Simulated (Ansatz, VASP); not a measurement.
## Ba in VASP and in Ansatz

File INCAR:

```
SYSTEM = Ba
ALGO = Fast
EDIFF = 1E-6
ENCUT = 520
ISIF = 2
ISMEAR = 0
LASPH = .TRUE.
LCHARG = .TRUE.
LELF = .TRUE.
LREAL = .FALSE.
LVHAR = .TRUE.
LWAVE = .FALSE.
NBANDS = 11
NELM = 100
PREC = Accurate
SIGMA = 0.15
```

KPOINTS

```
k-points
0
G
  14 14 14
  0 0 0
```

File POSCAR:

```
Ba
1.0
   -2.5937500000      2.4062500000      2.5000000000
    2.5937500000     -2.4062500000      2.5000000000
    2.5937500000      2.4062500000     -2.5000000000
Ba
1
Direct
    0.0000000000      0.0000000000      0.0000000000
```

Input for Ansatz:

```yaml
crystal:
  lattice:
    - [-2.59375, 2.40625, 2.5]
    - [2.59375, -2.40625, 2.5]
    - [2.59375, 2.40625, -2.5]
  atoms:
    - { symbol: Ba, position: [0.0, 0.0, 0.0] }
basis:
  ecutwfc: 420
kpoints:
  mp_grid: { grid: [14, 14, 14] }
hamiltonian:
  xc: lda
scf:
  occupations: { method: gaussian, width: 0.15 }
output:
  forces: true
  stress: true
  eigenvalues: true
```

Change from the starting cell: strain +0.0375 x Voigt [1, -1, 0, 0, 0, 0], atoms carried along.

Alike in both runs: task single point; functional LDA; k mesh 14 × 14 × 14; occupations gaussian, width 0.15 eV; no spin polarisation.

|  | VASP | Ansatz |
| --- | --- | --- |
| version | VASP 6.6.1 | Ansatz 0.2.0 |
| potentials or method | VASP PAW LDA potentials, release 64 (Ba_sv), cutoff 520 eV | scalar-relativistic, plane waves, PAW |
| valence electrons in the cell | 10 | 10 |

```csv
,VASP,Ansatz,Ansatz less VASP
gap on the k mesh at the Fermi level (eV),none,none,-
pressure (GPa),-1.2,-1.2,-0.03
"traceless stress, the component that is largest in VASP (GPa)",0.17,0.17,-0.004
```

LDA's correlation is that of Perdew and Zunger in VASP and of Perdew and Wang (1992) in Ansatz. A gap of «none» marks a metal or a gap that the smearing closes.

Spin-orbit coupling is off throughout.
